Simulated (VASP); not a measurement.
The system is MoRu.

```xyz
2
Lattice="2.7774 0.0000 0.0000 -1.3887 2.4053 0.0000 0.0000 0.0000 4.4637" Properties=species:S:1:pos:R:3 pbc="T T T"
Mo    1.3887    0.8018    0.0000
Ru    0.0000    1.6035    2.2319
```

- Program: VASP 6.6.1
- Task: relaxation of volume and atoms at fixed shape
- Functional: LDA
- Potentials or basis: VASP PAW LDA potentials, release 64 (Mo_sv, Ru_sv)
- Cutoff: 560 eV
- k mesh: 8 × 8 × 5
- Occupations: fermi-dirac, width 0.1 eV
- Spin: no spin polarisation

At the start: pressure -16.0 GPa; volume 14.91 Å³/atom.

Problem. How do energy, volume and symmetry change on relaxing?

Solution. Over 4 steps the energy falls by 43.4 meV/atom and the volume is 14.10 Å³/atom (-5.5 %); space group P-6m2 (No. 187, to 0.1 Å) before and after.

The path:
| step | energy change (eV) | largest force (eV/Å) | pressure (GPa) | volume (Å³) |
| --- | --- | --- | --- | --- |
| 1 | 0.0000 | 0.0000 | -15.98 | 29.82 |
| 2 | 0.8001 | 0.0000 | 76.35 | 23.85 |
| 3 | -0.0863 | 0.0000 | -1.23 | 28.28 |
| 4 | -0.0867 | 0.0000 | -0.25 | 28.19 |

Final structure:
```
CELL_PARAMETERS angstrom
2.72589 0.00000 0.00000
-1.36295 2.36069 0.00000
0.00000 0.00000 4.38090
ATOMIC_POSITIONS crystal
Mo 0.66667 0.33333 0.00000
Ru 0.33333 0.66667 0.50000
```
